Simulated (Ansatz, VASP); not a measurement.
## Hf2Te3F2: VASP beside Ansatz

```
Hf Te F
1.0
     5.06904    0.00000    0.00000
     0.00000    5.06904    0.00000
     0.00000    0.00000    6.28092
Hf Te F
2 3 2
Direct
  0.00000 0.00000 0.00000
  0.50000 0.50000 0.50000
  0.50000 0.00000 0.00000
  0.00000 0.50000 0.00000
  0.50000 0.50000 0.00000
  0.50000 0.00000 0.50000
  0.00000 0.50000 0.50000
```

Alike in both runs: task single point; functional PBE; k mesh 4 × 4 × 4; occupations gaussian, width 0.1 eV; no spin polarisation.

|  | VASP | Ansatz |
| --- | --- | --- |
| version | VASP 6.6.1 | Ansatz 0.2.0 |
| potentials or method | VASP PAW PBE potentials, release 64 (Hf_pv, Te, F), cutoff 520 eV | scalar-relativistic, plane waves, PAW |
| valence electrons in the cell | 52 | 114 |

|  | VASP | Ansatz | Ansatz less VASP |
| --- | --- | --- | --- |
| gap on the k mesh at the Fermi level (eV) | none | none | - |
| pressure (GPa) | 25.4 | 25.4 | +0.03 |
| traceless stress, the component that is largest in VASP (GPa) | -27.03 | -26.83 | +0.194 |

A gap of «none» marks a metal or a gap that the smearing closes. The functional is the same, so the differences come from potentials, cutoffs and numerics. VASP's potentials hold 52 valence electrons a cell and Ansatz's 114, so a difference there can come from the potentials and not from the codes.

Neither program's run includes spin-orbit coupling.
